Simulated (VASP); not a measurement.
Wanted: the native input for a VASP 6.6.1 run.

| Item | Value |
| --- | --- |
| Task | single point |
| Functional | LDA |
| Potentials or basis | VASP PAW LDA potentials, release 64 (Pb_d, Cs_sv, Cl) |
| Cutoff | 520 eV |
| k mesh | 5 × 5 × 5 |
| Occupations | fermi-dirac, width 0.05 eV |
| Spin | no spin polarisation |
| Dipole correction | no |
| Further INCAR settings | ALGO = Normal; EDIFF = 1e-06; NBANDS = 30 |

The structure of CsPbCl3 lies in POSCAR:

```
CsPbCl3
1.0
    5.5143232746      0.0000000000      0.0000000000
    0.0000000000      5.5143232746      0.0000000000
    0.0000000000      0.0000000000      5.5143232746
Pb Cs Cl
1 1 3
Direct
    0.5000000000      0.5000000000      0.5000000000
    0.0000000000      0.0000000000      0.0000000000
    0.5000000000      0.0000000000      0.5000000000
    0.0000000000      0.5000000000      0.5000000000
    0.5000000000      0.5000000000      0.0000000000
```

The input as run:

INCAR

```
SYSTEM = CsPbCl3
ALGO = Normal
EDIFF = 1E-6
ENCUT = 520
GGA = CA
ISIF = 2
ISMEAR = -1
LASPH = .TRUE.
LCHARG = .FALSE.
LREAL = .FALSE.
LWAVE = .FALSE.
NBANDS = 30
NELM = 100
PREC = Accurate
SIGMA = 0.05
```

KPOINTS

```
k-points
0
G
  5 5 5
  0 0 0
```

Potentials or basis: VASP PAW LDA potentials, release 64 (Pb_d, Cs_sv, Cl).

Run with:

```sh
$ cat potpaw_LDA.64/Pb_d/POTCAR potpaw_LDA.64/Cs_sv/POTCAR potpaw_LDA.64/Cl/POTCAR > POTCAR
$ mpirun -np 1 vasp_std > vasp.out
```

Results of the run:

| Property | Result |
| --- | --- |
| Pressure | 0.1 GPa |
| Band gap on the k mesh | 2.67 eV |

Caveat: spin-orbit coupling is left out, which moves the levels of the heavy elements; an odd mesh through Γ misses points on the zone boundary, where band edges can lie.

Wall time 20 s on 1 thread of Intel(R) Xeon(R) 6975P-C (Granite Rapids), with other jobs on the host, peak memory 0.23 GiB.
